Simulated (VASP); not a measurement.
Lu: single point with r2SCAN

The system is Lu.

```
Lu
1.0
     0.00000    3.68268    3.68268
     3.68268    0.00000    3.68268
     3.68268    3.68268    0.00000
Lu
2
Cartesian
  0.9207 0.9207 0.9207
  6.4447 6.4447 6.4447
```

This isn't the form of Lu at room conditions, which is hcp.

```
Program             : VASP 6.6.1
Task                : single point
Functional          : r2SCAN
Potentials or basis : VASP PAW PBE potentials, release 64 (Lu)
Cutoff              : 520 eV
k mesh              : 8 × 8 × 8
Occupations         : fermi-dirac, width 0.1 eV
Spin                : no spin polarisation
```

| Quantity | Value |
| --- | --- |
| Pressure | 0.3 GPa |
| Band gap on the k mesh | zero (bands 25 and 26 overlap by 1.15 eV) |

Levels at points of the mesh, in eV from the Fermi level:
| k point | band 21 | band 22 | band 23 | band 24 | band 25 | band 26 | band 27 | band 28 |
| --- | --- | --- | --- | --- | --- | --- | --- | --- |
| (0.00, 0.00, 0.00) | -6.15 | -6.14 | -4.77 | 0.42 | 0.42 | 0.44 | 0.44 | 0.44 |
| (0.50, 0.00, 0.00) | -6.15 | -6.15 | -3.04 | -1.17 | 0.31 | 0.31 | 0.32 | 0.69 |
| (0.50, 0.50, 0.00) | -6.16 | -6.16 | -1.62 | -1.62 | -0.57 | -0.57 | 0.86 | 0.86 |

Run time: 6 min on 1 thread of Oxide Virtual Turin-like Processor, with other jobs on the host, peak memory 0.27 GiB.

Caveat: the PAW data sets were made with another functional, which shifts forces and pressure a little; spin-orbit coupling is left out, which moves the levels of the heavy elements.
